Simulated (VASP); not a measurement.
# W (Im-3m) in VASP: notebook, part 2 of 2

VASP 6.6.1.

## Step 4: Single point, r2SCAN

This run uses another cell than the first one, of 16.31 Å³/atom, 1.031 times its volume.

The input, POSCAR:

```
W
1.0
   -1.5975315732      1.5975315732      1.5975315732
    1.5975315732     -1.5975315732      1.5975315732
    1.5975315732      1.5975315732     -1.5975315732
W
1
Direct
    0.0000000000      0.0000000000      0.0000000000
```

The input, INCAR.step1:

```
SYSTEM = W
PREC = Accurate
ENCUT = 520
ISMEAR = -1
SIGMA = 0.1
LREAL = .False.
LASPH = .True.
NELM = 100
NBANDS = 13
GGA = PE
ALGO = Normal
EDIFF = 1E-4
LWAVE = .True.
LCHARG = .False.
```

The input, INCAR.step2:

```
SYSTEM = W
PREC = Accurate
ENCUT = 520
EDIFF = 1E-7
ISMEAR = -1
SIGMA = 0.1
LREAL = .False.
LASPH = .True.
NELM = 100
ALGO = Normal
ISIF = 2
LWAVE = .False.
LCHARG = .False.
METAGGA = R2SCAN
LMIXTAU = .True.
NBANDS = 13
ISTART = 1
```

The input, KPOINTS:

```
Automatic mesh
0
Gamma
  15 15 15
  0 0 0
```

Potentials or basis: VASP PAW PBE potentials, release 64 (W_sv).

Run with:

```sh
$ cat potpaw_PBE.64/W_sv/POTCAR > POTCAR
$ cp INCAR.step1 INCAR
$ mpirun -np 1 vasp_std > vasp.out
$ cp INCAR.step2 INCAR
$ mpirun -np 1 vasp_std > vasp.out
```

OUTCAR:

```text
SYSTEM = W
   PREC = Accurate
   ENCUT = 520
   EDIFF = 1E-7
   ISMEAR = -1
   LREAL = .False.
   LASPH = .True.
   NELM = 100
   ISIF = 2
   METAGGA = R2SCAN
   ISTART = 1

 ion  position               nearest neighbor table
   1  0.000  0.000  0.000-

  LATTYP: Found a body centered cubic cell.
 ALAT       =     3.1950631464

  Lattice vectors:

 A1 = (  -1.5975315732,   1.5975315732,   1.5975315732)
 A2 = (   1.5975315732,  -1.5975315732,   1.5975315732)
 A3 = (   1.5975315732,   1.5975315732,  -1.5975315732)

Analysis of symmetry for initial positions (statically):
=====================================================================
 Subroutine PRICEL returns:
 Original cell was already a primitive cell.

 Routine SETGRP: Setting up the symmetry group for a
 body centered cubic supercell.

 Subroutine GETGRP returns: Found 48 space group operations
 (whereof 48 operations were pure point group operations)
 out of a pool of 48 trial point group operations.

The static configuration has the point symmetry O_h .

Analysis of symmetry for dynamics (positions and initial velocities):
=====================================================================
 Subroutine PRICEL returns:
 Original cell was already a primitive cell.

 Routine SETGRP: Setting up the symmetry group for a
 body centered cubic supercell.

 Subroutine GETGRP returns: Found 48 space group operations
 (whereof 48 operations were pure point group operations)
 out of a pool of 48 trial point group operations.

The dynamic configuration has the point symmetry O_h .

 Subroutine INISYM returns: Found 48 space group operations
 (whereof 48 operations are pure point group operations),
 and found     1 'primitive' translations

----------------------------------------------------------------------------------------

                                     Primitive cell
[... 114 lines left out ...]
   METAGGA = R2SCAN    functional components
   LHFCALC =     F    Hartree Fock is set to
   AEXX    =    0.0000 exact exchange contribution
   IVDW    =     0    specifies the selected vdW correction
   LEPSILON=     F    determine dielectric tensor
   LRPA    =     F    only Hartree local field effects (RPA)
 non-spin polarized calculation
  energy-cutoff  :      520.00
  volume of cell :       16.31
 maximum number of plane-waves:       453
 NGX is ok and might be reduce to    24
   NGX = 11   NGY = 11   NGZ = 11

 number of electron      14.0000002 magnetization

 Free energy of the ion-electron system (eV)
  ---------------------------------------------------
  ext. energy  EPLUGINS =         0.00000000
  ---------------------------------------------------
  free energy    TOTEN  =       -51.35045778 eV

  energy without entropy =      -51.33770194  energy(sigma->0) =      -51.34407986

 E-fermi :  10.8412     XC(G=0): -14.7765

 val. band max:       10.7991904310   @ k =  -0.3333   0.4000   0.2667
 cond. band min:      10.9471479347   @ k =   0.4667   0.0667  -0.0000
 fundamental gap:      0.1479575036
 Fermi energy:        10.8411708979

 k-point     1 :       0.0000    0.0000    0.0000
  band No.  band energies     occupation
      1     -65.2722      2.00000
      2     -28.1745      2.00000
      3     -28.1745      2.00000
      4     -28.1745      2.00000
      5       0.9153      2.00000
      6       9.6469      1.99999
      7       9.6469      1.99999
      8       9.6469      1.99999
      9      13.3807      0.00000
     10      13.3807      0.00000
     11      26.0777      0.00000
     12      26.0777      0.00000
     13      26.0777      0.00000
[... 354 lines left out ...]
  band No.  band energies     occupation
      1     -65.1282      2.00000
      2     -29.2752      2.00000
      3     -28.7584      2.00000
      4     -28.3015      2.00000
      5       5.7170      2.00000
      6       7.5179      2.00000
      7       9.3672      2.00000
      8      13.0505      0.00000
      9      14.4610      0.00000
     10      19.2135      0.00000
     11      20.4394      0.00000
     12      24.3376      0.00000
     13      27.3795      0.00000

 [... further k-points ...]

------------------------ aborting loop because EDIFF is reached ----------------------------------------

  FORCE on cell =-STRESS in cart. coord.  units (eV):
  Direction    XX          YY          ZZ          XY          YZ          ZX
  --------------------------------------------------------------------------------------
  -------------------------------------------------------------------------------------
  Total       -0.6539014     -0.6539014     -0.6539014      0.0000000      0.0000000      0.0000000
  in kB      -64.2413265    -64.2413265    -64.2413265      0.0000000      0.0000000      0.0000000
  external PRESSURE =     -64.2413265 kB  Pullay stress =       0.0000000 kB

 VOLUME and BASIS-vectors are now :
 -----------------------------------------------------------------------------
  energy-cutoff  :      520.00
  volume of cell :       16.31
      direct lattice vectors                 reciprocal lattice vectors
    -1.597531573  1.597531573  1.597531573     0.000000000  0.312982860  0.312982860
     1.597531573 -1.597531573  1.597531573     0.312982860  0.000000000  0.312982860
     1.597531573  1.597531573 -1.597531573     0.312982860  0.312982860  0.000000000

 POSITION                                       TOTAL-FORCE (eV/Angst)
 -----------------------------------------------------------------------------------
      0.00000      0.00000      0.00000         0.000000      0.000000     -0.000000
 -----------------------------------------------------------------------------------
    total drift:                                0.000000      0.000000     -0.000000

  FREE ENERGIE OF THE ION-ELECTRON SYSTEM (eV)
  ---------------------------------------------------
  free  energy   TOTEN  =       -51.3504577790 eV

  energy  without entropy=      -51.3377019446  energy(sigma->0) =      -51.34407986
```

It took 36 s on 1 thread of Intel Xeon 6975P-C (Granite Rapids), shared host; peak memory 0.15 GiB.

Results:

* Free energy: -51.3505 eV
* Pressure: -6.4 GPa
* Band gap on the k mesh: zero (band 7 reaches 15.50 eV, above the bottom of band 8 at 9.65 eV)

Levels at points of the mesh, in eV from the Fermi level:
```csv
k point,band 4,band 5,band 6,band 7,band 8,band 9,band 10,band 11
"(0.00, 0.00, 0.00)",-39.02,-9.93,-1.19,-1.19,-1.19,2.54,2.54,15.24
```

Caveat: the PAW data sets were made with another functional, which shifts forces and pressure a little; spin-orbit coupling is left out, which moves the levels of the heavy elements.

## Step 5: Single point, r2SCAN

This run uses another cell than the first one, of 16.31 Å³/atom, 1.031 times its volume.

POSCAR is that of step 4.

The input, INCAR.step1:

```
ALGO = Normal ; EDIFF = 1E-4
ENCUT = 520 ; GGA = PE
ISMEAR = -1 ; LASPH = True
LCHARG = False ; LREAL = False
LWAVE = True ; NBANDS = 13
NELM = 100 ; PREC = Accurate
SIGMA = 0.1
```

The input, INCAR.step2:

```
ALGO = Normal ; EDIFF = 1E-6
ENCUT = 520 ; ISIF = 2
ISMEAR = -1 ; ISTART = 1
LASPH = True ; LCHARG = False
LMIXTAU = True ; LREAL = False
LWAVE = False ; METAGGA = R2SCAN
NBANDS = 13 ; NELM = 100
PREC = Accurate ; SIGMA = 0.1
```

The input, KPOINTS:

```
k-points
0
Gamma
  15 15 15
```

Potentials or basis: VASP PAW PBE potentials, release 64 (W_sv).

Run with:

```sh
$ cat potpaw_PBE.64/W_sv/POTCAR > POTCAR
$ cp INCAR.step1 INCAR
$ mpirun -np 1 vasp_std > vasp.out
$ cp INCAR.step2 INCAR
$ mpirun -np 1 vasp_std > vasp.out
```

OUTCAR:

```text
EDIFF = 1E-6
   ENCUT = 520
   ISIF = 2
   ISMEAR = -1
   ISTART = 1
   LASPH = True
   LREAL = False
   METAGGA = R2SCAN
   NELM = 100
   PREC = Accurate

 ion  position               nearest neighbor table
   1  0.000  0.000  0.000-

  LATTYP: Found a body centered cubic cell.
 ALAT       =     3.1950631464

  Lattice vectors:

 A1 = (  -1.5975315732,   1.5975315732,   1.5975315732)
 A2 = (   1.5975315732,  -1.5975315732,   1.5975315732)
 A3 = (   1.5975315732,   1.5975315732,  -1.5975315732)

Analysis of symmetry for initial positions (statically):
=====================================================================
 Subroutine PRICEL returns:
 Original cell was already a primitive cell.

 Routine SETGRP: Setting up the symmetry group for a
 body centered cubic supercell.

 Subroutine GETGRP returns: Found 48 space group operations
 (whereof 48 operations were pure point group operations)
 out of a pool of 48 trial point group operations.

The static configuration has the point symmetry O_h .

[... 165 lines left out ...]
 k-point     1 :       0.0000    0.0000    0.0000
  band No.  band energies     occupation
      1     -65.2722      2.00000
      2     -28.1745      2.00000
      3     -28.1745      2.00000
      4     -28.1745      2.00000
      5       0.9153      2.00000
      6       9.6469      1.99999
      7       9.6469      1.99999
      8       9.6469      1.99999
      9      13.3807      0.00000
     10      13.3808      0.00000
     11      26.0777      0.00000
     12      26.0777      0.00000
     13      26.0777      0.00000
[... 354 lines left out ...]
  band No.  band energies     occupation
      1     -65.1282      2.00000
      2     -29.2752      2.00000
      3     -28.7584      2.00000
      4     -28.3015      2.00000
      5       5.7170      2.00000
      6       7.5179      2.00000
      7       9.3672      2.00000
      8      13.0505      0.00000
      9      14.4610      0.00000
     10      19.2135      0.00000
     11      20.4394      0.00000
     12      24.3376      0.00000
     13      27.3795      0.00000

 [... further k-points ...]

------------------------ aborting loop because EDIFF is reached ----------------------------------------

  FORCE on cell =-STRESS in cart. coord.  units (eV):
  Direction    XX          YY          ZZ          XY          YZ          ZX
  --------------------------------------------------------------------------------------
  -------------------------------------------------------------------------------------
  Total       -0.6544185     -0.6544185     -0.6544185     -0.0000000      0.0000000     -0.0000000
  in kB      -64.2921288    -64.2921288    -64.2921288     -0.0000000      0.0000000     -0.0000000
  external PRESSURE =     -64.2921288 kB  Pullay stress =       0.0000000 kB

 VOLUME and BASIS-vectors are now :
 -----------------------------------------------------------------------------
  energy-cutoff  :      520.00
  volume of cell :       16.31
      direct lattice vectors                 reciprocal lattice vectors
    -1.597531573  1.597531573  1.597531573     0.000000000  0.312982860  0.312982860
     1.597531573 -1.597531573  1.597531573     0.312982860  0.000000000  0.312982860
     1.597531573  1.597531573 -1.597531573     0.312982860  0.312982860  0.000000000

 POSITION                                       TOTAL-FORCE (eV/Angst)
 -----------------------------------------------------------------------------------
      0.00000      0.00000      0.00000        -0.000000      0.000000      0.000000
 -----------------------------------------------------------------------------------
    total drift:                                0.000000      0.000000      0.000000

  FREE ENERGIE OF THE ION-ELECTRON SYSTEM (eV)
  ---------------------------------------------------
  free  energy   TOTEN  =       -51.3504580048 eV

  energy  without entropy=      -51.3377022211  energy(sigma->0) =      -51.34408011
```

It took 31 s on 1 thread of Intel Xeon 6975P-C (Granite Rapids), shared host; peak memory 0.16 GiB.

What came out:

| Item | Value |
| --- | --- |
| Free energy | -51.3505 eV |
| Pressure | -6.4 GPa |
| Band gap on the k mesh | zero (band 7 reaches 15.50 eV, above the bottom of band 8 at 9.65 eV) |

Caveat: the PAW data sets were made with another functional, which shifts forces and pressure a little; spin-orbit coupling is left out, which moves the levels of the heavy elements.
